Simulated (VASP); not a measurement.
AlRu, 8 atoms in the cell. It takes space group I4mm (No. 107, tetragonal). Conventional cell: a = 6.008 Å, b = 6.008 Å, c = 6.008 Å, α = 90.00°, β = 90.00°, γ = 90.00°. Within 3.3 Å of Al (site symmetry 4mm) lie 8 Ru at 2.52 to 2.69 Å and 6 Al at 2.85 to 3.15 Å. Within 3.4 Å of Al (site symmetry 2mm) lie 8 Ru at 2.60 Å and 6 Al at 3.00 to 3.01 Å. Within 3.4 Å of Al (site symmetry 4mm) lie 8 Ru at 2.60 Å and 6 Al at 2.85 to 3.15 Å. Within 3.3 Å of Ru (site symmetry m) lie 8 Al at 2.52 to 2.69 Å and 6 Ru at 3.00 Å.  This cell differs from its parent crystal: atom 1 (Al) moved -0.150 Å along Cartesian [0 1 0].

```yaml
Program: VASP 6.6.1
Task: single point
Functional: PBE
Potentials_or_basis: VASP PAW PBE potentials, release 64 (Al, Ru_pv)
Cutoff: 520 eV
k_mesh: 14 × 14 × 14
Occupations: gaussian, width 0.15 eV
Spin: no spin polarisation
Dipole_correction: no
Further_INCAR_settings: ALGO = Fast; EDIFF = 1e-06; NBANDS = 44
```

Potentials or basis: VASP PAW PBE potentials, release 64 (Al, Ru_pv).

Run with:

```console
$ cat potpaw_PBE.64/Al/POTCAR potpaw_PBE.64/Ru_pv/POTCAR > POTCAR
$ mpirun -np 1 vasp_std > vasp.out
```

Hardware: 1 thread of Intel(R) Xeon(R) 6975P-C (Granite Rapids), with other jobs on the host.

Task: How long does it take, and how much memory?

Result: It took 10 min on 1 thread of Intel(R) Xeon(R) 6975P-C (Granite Rapids), with other jobs on the host, peak memory 0.86 GiB. Counts: scf iterations 16, k points 244.
